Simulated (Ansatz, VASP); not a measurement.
**PbO2 in VASP and in Ansatz**

The input INCAR:

```
SYSTEM = PbO2
PREC = Accurate
ENCUT = 600
EDIFF = 1E-7
ISMEAR = 0
SIGMA = 0.1
LREAL = .False.
LASPH = .True.
NELM = 100
ALGO = Normal
ISIF = 3
LWAVE = .False.
LCHARG = .False.
GGA = PE
IBRION = 2
NSW = 100
EDIFFG = -0.05
```

KPOINTS

```
Automatic mesh
0
Gamma
  4 4 6
  0 0 0
```

POSCAR

```
PbO2
1.0
    5.0567235523      0.0000000000      0.0000000000
    0.0000000000      5.0567235523      0.0000000000
    0.0000000000      0.0000000000      3.2565555144
Pb O
2 4
Direct
    0.0000000000      0.0000000000      0.0000000000
    0.5000000000      0.5000000000      0.5000000000
    0.3049600000      0.3049600000      0.0000000000
    0.8049600000      0.1950400000      0.5000000000
    0.1950400000      0.8049600000      0.5000000000
    0.6950400000      0.6950400000      0.0000000000
```

Input for Ansatz:

```yaml
crystal:
  lattice:
    - [5.0567235523, 0.0, 0.0]
    - [0.0, 5.0567235523, 0.0]
    - [0.0, 0.0, 3.2565555144]
  atoms:
    - { symbol: Pb, position: [0.0, 0.0, 0.0] }
    - { symbol: Pb, position: [0.5, 0.5, 0.5] }
    - { symbol: O, position: [0.30496, 0.30496, 0.0] }
    - { symbol: O, position: [0.80496, 0.19504, 0.5] }
    - { symbol: O, position: [0.19504, 0.80496, 0.5] }
    - { symbol: O, position: [0.69504, 0.69504, 0.0] }
basis:
  ecutwfc: 420
kpoints:
  mp_grid: { grid: [4, 4, 6] }
hamiltonian:
  xc: pbe
scf:
  occupations: { method: gaussian, width: 0.1 }
output:
  forces: true
  stress: true
  eigenvalues: true
relax:
  adjacent_minimum: "off"
  f_tol: 0.05
  max_steps: 80
  cell: { stress_tol: 0.5 }
```

Alike in both runs: task relaxation of cell and atoms; functional PBE; k mesh 4 × 4 × 6; occupations gaussian, width 0.1 eV; no spin polarisation.

```csv
,VASP,Ansatz
version,VASP 6.6.1,Ansatz 0.2.0
potentials or method,"VASP PAW PBE potentials, release 64 (Pb_d, O), cutoff 600 eV","scalar-relativistic, plane waves, PAW"
valence electrons in the cell,52,52
```

Ansatz gave:

```
gap on the k mesh at the Fermi level, each at its own relaxed structure (eV) : 0.16
relaxed volume (Å³/atom)                                                     : 14.81
relaxed length of the cell vector where the two differ most in proportion (Å)              : 5.083
```

**Question.** Which values does VASP return?

**Answer.** gap on the k mesh at the Fermi level, each at its own relaxed structure (eV): 0.16; relaxed volume (Å³/atom): 14.87; relaxed length of the cell vector where the two differ most in proportion (Å): 5.095.

Neither program's run includes spin-orbit coupling.
